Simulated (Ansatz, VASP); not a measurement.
# Two plane-wave programs on Rh

INCAR

```
PREC     = Accurate       # precision mode
ENCUT    = 600            # plane-wave cutoff, eV
EDIFF    = 1E-7           # SCF threshold, eV
ISMEAR   = -1             # smearing method
SIGMA    = 0.1            # smearing width, eV
LREAL    = F              # projectors in reciprocal space
LASPH    = T              # aspherical terms in the spheres
NELM     = 80             # most SCF steps
ALGO     = Normal         # electronic algorithm
ISIF     = 3              # what is computed and relaxed
LWAVE    = F              # write WAVECAR
LCHARG   = F              # write CHGCAR
GGA      = B5             # functional
ALDAX    = 1.0          
AGGAX    = 1.0          
AGGAC    = 1.0          
ALDAC    = 0.0          
IVDW     = 12             # dispersion correction
VDW_S6   = 1.0          
VDW_S8   = 2.6996       
VDW_A1   = 0.4298       
VDW_A2   = 4.2359       
IBRION   = 2              # ionic algorithm
NSW      = 50             # ionic steps
EDIFFG   = -0.005         # ionic threshold
```

The input KPOINTS:

```
Automatic mesh
0
Gamma
  10 10 3
```

The input POSCAR:

```
Rh
1.0
    2.6917450000      0.0000000000      0.0000000000
   -1.3458725000      2.3311195505      0.0000000000
    0.0000000000      0.0000000000      8.7980700000
Rh
4
Direct
    0.0000000000      0.0000000000      0.0000000000
    0.0000000000      0.0000000000      0.5000000000
    0.3333333333      0.6666666667      0.2500000000
    0.6666666667      0.3333333333      0.7500000000
```

Input for Ansatz:

```yaml
crystal:
  lattice:
    a: 2.691745
    b: 2.691745
    c: 8.79807
    alpha: 90.0
    beta: 90.0
    gamma: 120.0
  space_group: 194
  atoms:
    - { symbol: Rh, position: [0.0, 0.0, 0.0] }
    - { symbol: Rh, position: [0.3333333333333333, 0.6666666666666666, 0.25] }
basis:
  ecutwfc: 517.016338673772
kpoints:
  mp_grid:
    grid: [10, 10, 3]
hamiltonian:
  xc: blyp
  dispersion: d3bj
scf:
  occupations:
    method: fermi_dirac
relax:
  f_tol: 0.005
  max_steps: 30
  cell: {}
```

Alike in both runs: task relaxation of cell and atoms; functional BLYP; dispersion D3(BJ); k mesh 10 × 10 × 3; no spin polarisation.

|  | VASP | Ansatz |
| --- | --- | --- |
| version | VASP 6.6.1 | Ansatz 0.2.0 |
| potentials or method | VASP PAW PBE potentials, release 64 (Rh_pv), cutoff 600 eV | plane waves, PAW |
| occupations | fermi-dirac, width 0.1 eV | fermi-dirac |
| valence electrons in the cell | 60 | 68 |

```tsv
	VASP	Ansatz	Ansatz less VASP
relaxed volume (Å³/atom)	13.88	13.85	-0.030
relaxed cell length with the largest relative difference (Å)	8.822	8.815	-0.0066
```

VASP's potentials were made for PBE, not for BLYP. VASP's potentials hold 60 valence electrons a cell and Ansatz's 68, so a difference there can come from the potentials and not from the codes.
